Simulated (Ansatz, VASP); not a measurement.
AlN: VASP beside Ansatz

File POSCAR:

```
AlN
1.0
    0.0000000000      2.0016974543      2.1017823270
    2.0016974543      0.0000000000      2.1017823270
    2.0016974543      2.0016974543      0.0000000000
Al N
1 1
Direct
    0.5000000000      0.5000000000      0.5000000000
    0.0000000000      0.0000000000      0.0000000000
```

The input INCAR.step1:

```
  PREC = Accurate
  ENCUT = 520
  ISMEAR = 0
  SIGMA = 0.05
  LREAL = False
  LASPH = True
  NELM = 80
  NBANDS = 11
  GGA = PE
  ALGO = Normal
  EDIFF = 1E-4
  LWAVE = True
  LCHARG = False
```

INCAR.step2

```
  PREC = Accurate
  ENCUT = 520
  EDIFF = 1E-6
  ISMEAR = 0
  SIGMA = 0.05
  LREAL = False
  LASPH = True
  NELM = 80
  ALGO = Normal
  ISIF = 2
  LWAVE = False
  LCHARG = False
  METAGGA = R2SCAN
  LMIXTAU = True
  NBANDS = 11
  ISTART = 1
```

Contents of KPOINTS:

```
regular mesh
0
Gamma
  10 10 10
```

Input for Ansatz:

```yaml
crystal:
  lattice:
    - [0.0, 2.0016974543, 2.101782327]
    - [2.0016974543, 0.0, 2.101782327]
    - [2.0016974543, 2.0016974543, 0.0]
  atoms:
    - { symbol: Al, position: [0.5, 0.5, 0.5] }
    - { symbol: "N", position: [0.0, 0.0, 0.0] }
basis:
  ecutwfc: 500
kpoints:
  mp_grid: { grid: [10, 10, 10] }
hamiltonian:
  xc: r2scan
scf:
  occupations: { method: gaussian, width: 0.05 }
output:
  forces: true
  stress: true
  eigenvalues: true
```

Alike in both runs: task single point; functional r2SCAN; k mesh 10 × 10 × 10; occupations gaussian, width 0.05 eV; no spin polarisation.

```csv
,VASP,Ansatz
version,VASP 6.6.1,Ansatz 0.2.0
potentials or method,"VASP PAW PBE potentials, release 64 (Al, N), cutoff 520 eV","scalar-relativistic, plane waves, PAW"
valence electrons in the cell,8,8
```

|  | VASP | Ansatz | Ansatz less VASP |
| --- | --- | --- | --- |
| gap on the k mesh at the Fermi level (eV) | 4.96 | 4.95 | -0.003 |
| least direct gap on the mesh (eV) | 5.97 | 5.93 | -0.045 |
| pressure (GPa) | -5.8 | -5.0 | +0.78 |
| traceless stress, the component that is largest in VASP (GPa) | -7.54 | -7.41 | +0.127 |

VASP's potentials were made for PBE, not for r2SCAN.
